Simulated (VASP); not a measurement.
Input of a VASP 6.6.1 run:

INCAR

```
ALGO     = Normal         # electronic algorithm
EDIFF    = 1E-7           # SCF threshold, eV
ENCUT    = 520            # plane-wave cutoff, eV
GGA      = PE             # functional
ISIF     = 2              # what is computed and relaxed
ISMEAR   = 0              # smearing method
LASPH    = True           # aspherical terms in the spheres
LCHARG   = False          # write CHGCAR
LREAL    = False          # projectors in reciprocal space
LWAVE    = False          # write WAVECAR
NBANDS   = 12             # bands
NELM     = 80             # most SCF steps
PREC     = Accurate       # precision mode
SIGMA    = 0.1            # smearing width, eV
```

KPOINTS

```
k-points
0
Gamma
  6 6 6
```

File POSCAR:

```
P
1.0
    3.0624682436      0.0000000000      0.0000000000
    0.0000000000      3.0639641342      0.0000000000
    0.0000000000      0.0000000000      3.9667258746
P
2
Direct
    0.5000000000      0.0000000000      0.8856622868
    0.0000000000      0.5000000000      0.1143377132
```

Potentials or basis: VASP PAW PBE potentials, release 64 (P).

Launch:

```bash
$ cat potpaw_PBE.64/P/POTCAR > POTCAR
$ mpirun -np 1 vasp_std > vasp.out
```

(1) What does it give for the largest force?

(2) Estimate the pressure.

(3) What does it give for the band gap on the k mesh?

Answers

(1) 0.035 eV/Å.

(2) -0.2 GPa.

(3) zero (bands 5 and 6 overlap by 3.29 eV).

Caveat: this functional lacks dispersion, which binds the layers, so the pressure and a relaxed spacing across them are unreliable.
